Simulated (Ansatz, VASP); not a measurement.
# One calculation of GaSb, two programs

```xyz
2
Lattice="0.0000 2.8986 2.8986 2.8986 0.0000 2.8986 2.8986 2.8986 0.0000" Properties=species:S:1:pos:R:3 pbc="T T T"
Ga    0.0000    0.0000    0.0000
Sb    2.8986    2.8986    2.8986
```

Alike in both runs: functional PBE; k mesh 13 × 13 × 13; occupations fermi-dirac, width 0.05 eV; no spin polarisation.

Ansatz relaxed the structure, and its values are those at the end. VASP's run is a single point on that final structure, the one shown.

|  | VASP | Ansatz |
| --- | --- | --- |
| version | VASP 6.6.1 | Ansatz 0.2.0 |
| potentials or method | VASP PAW PBE potentials, release 64 (Ga_d, Sb) | PAW with Ansatz's default frozen-core files, scalar-relativistic |
| plane-wave cutoff (eV) | 520 | 420 |
| valence electrons in the cell | 18 | 28 |

```csv
,VASP,Ansatz,Ansatz less VASP
pressure (GPa),0.0,0.0,-0.01
```

VASP's potentials hold 18 valence electrons a cell and Ansatz's 28, so a difference there can come from the potentials and not from the codes.

Spin-orbit coupling is off throughout.
